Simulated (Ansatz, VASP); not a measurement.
## One calculation of MgTe, two programs

File POSCAR:

```
MgTe
1.0
    4.6691883279      0.0000000000      0.0000000000
   -2.3345941639      4.0436357070      0.0000000000
    0.0000000000      0.0000000000      7.6041911399
Mg Te
2 2
Direct
    0.3333333333      0.6666666667     -0.0006080485
    0.6666666667      0.3333333333      0.4993919515
    0.3333333333      0.6666666667      0.3756080485
    0.6666666667      0.3333333333      0.8756080485
```

Contents of INCAR.step1:

```
  ALGO = Normal
  EDIFF = 1E-5
  ENCUT = 520
  GGA = PE
  GGA_COMPAT = F
  ISIF = 2
  ISMEAR = 0
  LASPH = T
  LCHARG = F
  LREAL = F
  LWAVE = T
  NBANDS = 16
  NELM = 120
  PREC = Accurate
  SIGMA = 0.01
```

File INCAR.step2:

```
  ALGO = Normal
  EDIFF = 1E-6
  ENCUT = 520
  GGA = PE
  GGA_COMPAT = F
  HFSCREEN = 0.2079
  ISIF = 2
  ISMEAR = 0
  ISTART = 1
  LASPH = T
  LCHARG = F
  LHFCALC = T
  LREAL = F
  LWAVE = F
  NBANDS = 16
  NELM = 120
  PREC = Accurate
  PRECFOCK = Normal
  SIGMA = 0.01
```

Contents of KPOINTS:

```
k-points
0
Gamma
  6 6 2
```

Input for Ansatz:

```yaml
crystal:
  lattice:
    - [4.6691883279, 0.0, 0.0]
    - [-2.3345941639, 4.043635707, 0.0]
    - [0.0, 0.0, 7.6041911399]
  atoms:
    - { symbol: Mg, position: [0.3333333333, 0.6666666667, -0.0006080485] }
    - { symbol: Mg, position: [0.6666666667, 0.3333333333, 0.4993919515] }
    - { symbol: Te, position: [0.3333333333, 0.6666666667, 0.3756080485] }
    - { symbol: Te, position: [0.6666666667, 0.3333333333, 0.8756080485] }
kpoints:
  mp_grid: { grid: [6, 6, 2] }
  band_path:
    path:
      - [0.0, 0.0, 0.0]
      - [0.5, 0.0, 0.0]
      - [0.3333333333, 0.3333333333, 0.0]
      - [0.0, 0.0, 0.5]
      - [0.5, 0.0, 0.5]
      - [0.3333333333, 0.3333333333, 0.5]
      - [-0.010417, 0.005208, 0.0]
    npoints: 1
hamiltonian:
  xc: hse06
scf:
  occupations: { method: fixed }
  n_extra_bands: 5
output:
  forces: true
  stress: true
  eigenvalues: true
  write_density: true
  write_potential: true
  elf: true
  volumetric_format: npy
```

Change from the starting cell: hydrostatic strain +2.0%.

Alike in both runs: task single point; functional HSE06; k mesh 6 × 6 × 2; no spin polarisation.

```csv
,VASP,Ansatz
version,VASP 6.6.1,Ansatz 0.2.0
potentials or method,"VASP PAW PBE potentials, release 64 (Mg, Te)","plane waves, PAW"
plane-wave cutoff (eV),520,420
occupations,"gaussian, width 0.01 eV",fixed
valence electrons in the cell,16,52
```

|  | VASP | Ansatz | Ansatz less VASP |
| --- | --- | --- | --- |
| gap on the k mesh at the Fermi level (eV) | 2.93 | 3.03 | +0.103 |
| pressure (GPa) | -2.2 | -2.0 | +0.16 |

VASP's potentials hold 16 valence electrons a cell and Ansatz's 52, so a difference there can come from the potentials and not from the codes. Ansatz's warnings: stress exchange threshold loose, stress scf threshold loose.

Neither program's run includes spin-orbit coupling.
